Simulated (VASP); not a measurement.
Au, 1 atom in the cell. The structure is cubic, space group Im-3m (No. 229). The conventional cell has a = 2.389 Å, b = 2.389 Å, c = 2.389 Å, α = 90.00°, β = 90.00°, γ = 90.00°. Within 2.7 Å of Au (site symmetry m-3m) lie 14 Au at 2.07 to 2.39 Å.  This cell differs from its parent crystal: volume scaled by 0.4.

| Item | Value |
| --- | --- |
| Program | VASP 6.6.1 |
| Task | density of states |
| Functional | PBEsol |
| Potentials or basis | VASP PAW PBE potentials, release 64 (Au) |
| Cutoff | 520 eV |
| k mesh | 18 × 18 × 18 |
| Occupations | fermi-dirac, width 0.1 eV |
| Spin | no spin polarisation |
| Dipole correction | no |
| k mesh for the DOS | 27 × 27 × 27 |
| Occupations for the DOS | tetrahedron |
| Further INCAR settings | ALGO = Normal; EDIFF = 1e-06 |

Potentials or basis: VASP PAW PBE potentials, release 64 (Au).

Command:

```console
$ cat potpaw_PBE.64/Au/POTCAR > POTCAR
$ cp INCAR.step1 INCAR
$ cp KPOINTS.step1 KPOINTS
$ mpirun -np 1 vasp_std > vasp.out
$ cp INCAR.step2 INCAR
$ cp KPOINTS.step2 KPOINTS
$ mpirun -np 1 vasp_std > vasp.out
```

Hardware: 1 thread of Intel(R) Xeon(R) Platinum 8488C (Sapphire Rapids), with other jobs on the host.

Task: Estimate the wall time of this run.

Result: Run time: 28 s on 1 thread of Intel(R) Xeon(R) Platinum 8488C (Sapphire Rapids), with other jobs on the host, peak memory 0.18 GiB. Counts: k points 560.
